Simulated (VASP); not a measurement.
Input of a VASP 6.6.1 run:

File INCAR:

```
PREC = Accurate ; ENCUT = 520
EDIFF = 1E-7 ; ISMEAR = -1
SIGMA = 0.05 ; LREAL = False
LASPH = True ; NELM = 80
ALGO = Normal ; ISIF = 2
LWAVE = False ; LCHARG = False
GGA = CA ; NBANDS = 18
```

KPOINTS

```
regular mesh
0
Gamma
  14 14 8
```

POSCAR

```
Ag
1.0
    2.8713981188      0.0000000000      0.0000000000
   -1.4356990594      2.4867037153      0.0000000000
    0.0000000000      0.0000000000      4.7900000000
Ag
2
Direct
    0.3333333333      0.6666666667      0.2500000000
    0.6666666667      0.3333333333      0.7500000000
```

Potentials or basis: VASP PAW LDA potentials, release 64 (Ag).

Run with:

```console
$ cat potpaw_LDA.64/Ag/POTCAR > POTCAR
$ mpirun -np 1 vasp_std > vasp.out
```

Q: Estimate the pressure.

A: -7.0 GPa.

Q: Estimate the band gap on the k mesh.

A: Zero (band 11 reaches 11.84 eV, above the bottom of band 12 at 4.74 eV).

Stress tensor (GPa, compression positive):
```
-6.36  0.00  0.00
 0.00 -6.36  0.00
 0.00  0.00 -8.41
```

Caveat: the cell differs from its parent crystal (equal xx and yy strain of -2 %).
